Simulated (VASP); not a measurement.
Crystal: C.

```
CELL_PARAMETERS angstrom
2.15531 -1.24445 0.00000
2.15531 1.24445 0.00000
-1.39722 0.00000 3.54893
ATOMIC_POSITIONS crystal
C 0.16664 0.16664 0.99991
C 0.83336 0.83336 0.00009
```

Base run:

* Program: VASP 6.6.1
* Functional: r2SCAN
* Potentials or basis: VASP PAW PBE potentials, release 64 (C)
* Cutoff: 520 eV
* k mesh: 13 × 13 × 8
* Occupations: fermi-dirac, width 0.05 eV
* Spin: no spin polarisation

Its results: band gap on the k mesh 0.98 eV, indirect (least direct gap 0.99 eV); pressure -9.6 GPa; largest force 0.011 eV/Å.

The run is repeated on the same cell with these changes: functional from r2SCAN to HSE06; k mesh from 13 × 13 × 8 to 8 × 8 × 4. What comes out?

Band gap on the k mesh 2.02 eV, direct; pressure -11.4 GPa; largest force 0.008 eV/Å.

Several settings changed at once, so the effect can't be laid on one alone.

Caveats: some runs use coarse meshes; the PAW data sets were made with another functional, which shifts forces and pressure a little; this functional lacks dispersion, which binds the layers, so the pressure and a relaxed spacing across them are unreliable (some runs).

A k mesh can miss the band edges.
